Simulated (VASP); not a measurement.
ScAl3:

```
CELL_PARAMETERS angstrom
4.16798 0.00000 0.00000
0.00000 4.16798 0.00000
0.00000 0.00000 4.16798
ATOMIC_POSITIONS crystal
Sc 0.00000 0.00000 0.00000
Al 0.50000 0.50000 0.00000
Al 0.00000 0.50000 0.50000
Al 0.50000 0.00000 0.50000
```

This cell differs from its parent crystal: volume scaled by 1.06.

Base run:

```yaml
Program: VASP 6.6.1
Functional: PBEsol
Potentials_or_basis: VASP PAW PBE potentials, release 64 (Sc_sv, Al)
Cutoff: 520 eV
k_mesh: 7 × 7 × 7
Occupations: fermi-dirac, width 0.05 eV
Spin: no spin polarisation
```

Its results: band gap on the k mesh zero (band 10 reaches 7.44 eV, above the bottom of band 11 at 4.09 eV); pressure -5.6 GPa.

Q: The run is repeated on the same cell with these changes: functional from PBEsol to PBE; further incar settings from ALGO = Normal; EDIFF = 1e-06; NBANDS = 18 to ALGO = Normal; EDIFF = 1e-07; NBANDS = 18. What comes out?

A: Band gap on the k mesh zero (band 10 reaches 7.49 eV, above the bottom of band 11 at 4.16 eV); pressure -3.6 GPa.

Caveats: the PAW data sets were made with another functional, which shifts forces and pressure a little (some runs).
